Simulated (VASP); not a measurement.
Write the native input for VASP 6.6.1 that does the following.

```
Task                   : relaxation of cell and atoms
Functional             : LDA
Potentials or basis    : VASP PAW LDA potentials, release 64 (I)
Cutoff                 : 600 eV
k mesh                 : 17 × 17 × 17
Occupations            : fermi-dirac, width 0.05 eV
Spin                   : no spin polarisation
Target pressure        : 150 GPa
Dipole correction      : no
Further INCAR settings : ALGO = Normal; EDIFF = 1e-06; IBRION = 2; EDIFFG = -0.005; NSW = 32; ISIF = 3
```

The structure of I lies in POSCAR:

```
I
1.0
   -1.5686955787      1.5686955787      1.5686955787
    1.5686955787     -1.5686955787      1.5686955787
    1.5686955787      1.5686955787     -1.5686955787
I
1
Direct
    0.0000000000      0.0000000000      0.0000000000
```

The input as run:

INCAR

```
SYSTEM = I
ALGO = Normal
EDIFF = 1E-6
EDIFFG = -0.005
ENCUT = 600
IBRION = 2
ISIF = 3
ISMEAR = -1
LASPH = .True.
LCHARG = .False.
LREAL = .False.
LWAVE = .False.
NELM = 100
NSW = 32
PREC = Accurate
PSTRESS = 1500.0
SIGMA = 0.05
```

KPOINTS

```
k-points
0
Gamma
  17 17 17
  0 0 0
```

Potentials or basis: VASP PAW LDA potentials, release 64 (I).

Command:

```console
$ cat potpaw_LDA.64/I/POTCAR > POTCAR
$ mpirun -np 1 vasp_std > vasp.out
```

Results of the run:

```json
{"Relaxed volume": "15.45 Å³/atom", "Relaxed cell": "a = 2.717 Å, b = 2.717 Å, c = 2.717 Å, α = 109.47°, β = 109.47°, γ = 109.47°", "Space group after relaxing (to 0.1 Å)": "Im-3m (No. 229)", "Energy change on relaxing (the run minimises the enthalpy)": "-6.5 meV/atom", "Ionic steps": "3", "Pressure after relaxing": "150.0 GPa", "Band gap on the k mesh": "zero (an odd number of electrons rules out a gap without spin polarisation)"}
```

Caveat: the cell is relaxed towards a set pressure, so the run minimises the enthalpy, not the energy; spin-orbit coupling is left out, which moves the levels of the heavy elements; an odd number of electrons without spin polarisation forces a metal; a magnetic or distorted state may lie lower.

Wall time 11 s on 1 thread of Intel(R) Xeon(R) 6975P-C (Granite Rapids), with other jobs on the host, peak memory 0.14 GiB.
